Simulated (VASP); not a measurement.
C, 12 atoms in the cell. It takes space group P6_3/mmc (No. 194, hexagonal). The conventional cell has a = 2.697 Å, b = 2.697 Å, c = 12.740 Å, α = 90.00°, β = 90.00°, γ = 120.00°. Within 2.1 Å of C (site symmetry 3m) lie 4 C at 1.61 to 1.65 Å. Within 2.1 Å of C (site symmetry 3m) lie 4 C at 1.58 to 1.64 Å. Within 2.1 Å of C (site symmetry 3m) lie 4 C at 1.58 to 1.65 Å. 

```yaml
Program: VASP 6.6.1
Task: single point
Functional: PBE
Potentials_or_basis: VASP PAW PBE potentials, release 64 (C)
Cutoff: 520 eV
k_mesh: 12 × 12 × 2
Occupations: gaussian, width 0.05 eV
Spin: no spin polarisation
Dipole_correction: no
Further_INCAR_settings: ALGO = Normal; EDIFF = 1e-06; NBANDS = 36
```

Potentials or basis: VASP PAW PBE potentials, release 64 (C).

Command:

```bash
$ cat potpaw_PBE.64/C/POTCAR > POTCAR
$ mpirun -np 1 vasp_std > vasp.out
```

Hardware: 1 thread of Intel Xeon 6975P-C, with other jobs on the host.

Task: Estimate the wall time of this run.

Result: Run time: 78 s on 1 thread of Intel Xeon 6975P-C, with other jobs on the host, peak memory 0.22 GiB. Counts: scf iterations 12, k points 38.
